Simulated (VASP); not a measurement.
NiMoIrPdW, 5 atoms in the cell. The structure is trigonal, space group P3m1 (No. 156). The conventional cell has a = 2.723 Å, b = 2.723 Å, c = 11.187 Å, α = 90.00°, β = 90.00°, γ = 120.00°. Within 3.4 Å of Ni (site symmetry 3m) lie 3 W at 2.55 Å and 3 Pd at 2.64 Å and 6 Ni at 2.72 Å. Within 3.5 Å of Mo (site symmetry 3m) lie 3 Ir at 2.63 Å and 1 W at 2.63 Å and 6 Mo at 2.72 Å. Pd (site symmetry 3m) has 3 Ni at 2.64 Å and 6 Pd at 2.72 Å and 3 Ir at 2.80 Å within 3.5 Å. Within 3.5 Å of Ir (site symmetry 3m) lie 3 Mo at 2.63 Å and 6 Ir at 2.72 Å and 3 Pd at 2.80 Å. Within 3.4 Å of W (site symmetry 3m) lie 3 Ni at 2.55 Å and 1 Mo at 2.63 Å and 6 W at 2.72 Å.  This cell differs from its parent crystal: volume scaled by 0.96.

- Program: VASP 6.6.1
- Task: single point
- Functional: PBE
- Potentials or basis: VASP PAW PBE potentials, release 64 (Ni, Mo_sv, Pd, Ir, W_sv)
- Cutoff: 520 eV
- k mesh: 8 × 8 × 2
- Occupations: fermi-dirac, width 0.05 eV
- Spin: collinear spin, ferromagnetic start
- Starting moments: [1.0, 1.0, 0.0, 0.6, 0.0] μB
- Dipole correction: no
- Further INCAR settings: ALGO = Normal; EDIFF = 1e-06; NBANDS = 40

Potentials or basis: VASP PAW PBE potentials, release 64 (Ni, Mo_sv, Pd, Ir, W_sv).

Launch:

```bash
$ cat potpaw_PBE.64/Ni/POTCAR potpaw_PBE.64/Mo_sv/POTCAR potpaw_PBE.64/Pd/POTCAR potpaw_PBE.64/Ir/POTCAR potpaw_PBE.64/W_sv/POTCAR > POTCAR
$ mpirun -np 1 vasp_std > vasp.out
```

Hardware: 1 thread of Intel(R) Xeon(R) 6975P-C (Granite Rapids), on a shared host.

How long does it take, and how much memory?

Wall time 4.3 min on 1 thread of Intel(R) Xeon(R) 6975P-C (Granite Rapids) (shared host), peak memory 0.37 GiB. Counts: scf iterations 23, k points 42.
